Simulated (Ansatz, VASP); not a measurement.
**Two plane-wave programs on Hf**

INCAR

```
ALGO = Normal ; EDIFF = 1E-6
ENCUT = 520 ; ISIF = 2
ISMEAR = -1 ; LASPH = True
LCHARG = False ; LREAL = False
LWAVE = False ; NBANDS = 11
NELM = 60 ; PREC = Accurate
SIGMA = 0.1
```

Contents of KPOINTS:

```
k-points
0
Gamma
  13 13 13
```

The input POSCAR:

```
Hf
1.0
    2.8239663908      0.0000000000      0.0000000000
    0.0000000000      2.8239663908      0.0000000000
    0.0000000000      0.0000000000      2.8239663908
Hf
1
Direct
    0.0000000000      0.0000000000      0.0000000000
```

Input for Ansatz:

```yaml
crystal:
  lattice:
    - [2.8239663908, 0.0, 0.0]
    - [0.0, 2.8239663908, 0.0]
    - [0.0, 0.0, 2.8239663908]
  atoms:
    - { symbol: Hf, position: [0.0, 0.0, 0.0] }
hamiltonian:
  xc: lda
  pseudopotentials:
    kind: paw
    azcp:
      Hf: "pseudopotentials/Hf.paw.azcp"
basis:
  ecutwfc: 420
  fft_grid_basis: typed
kpoints:
  mp_grid: { grid: [13, 13, 13], shift: [0, 0, 0] }
magnetization:
  spin_polarized: false
scf:
  occupations: { method: fermi_dirac, width: 0.1 }
  lower_state_search: "off"
output:
  stress: true
```

Alike in both runs: task single point; functional LDA; k mesh 13 × 13 × 13; occupations fermi-dirac, width 0.1 eV; no spin polarisation.

```csv
,VASP,Ansatz
version,VASP 6.6.1,Ansatz 0.2.0
potentials or method,"VASP PAW LDA potentials, release 64 (Hf_pv), cutoff 520 eV","plane waves (420 eV) with PAW, scalar-relativistic"
valence electrons in the cell,10,26
```

```csv
,VASP,Ansatz,Ansatz less VASP
pressure (GPa),0.2,0.3,+0.02
```

Ansatz warns that its potentials were made for another functional, while VASP's fit it. LDA's correlation is that of Perdew and Zunger in VASP and of Perdew and Wang (1992) in Ansatz. VASP's potentials hold 10 valence electrons a cell and Ansatz's 26, so a difference there can come from the potentials and not from the codes.

Neither program's run includes spin-orbit coupling.
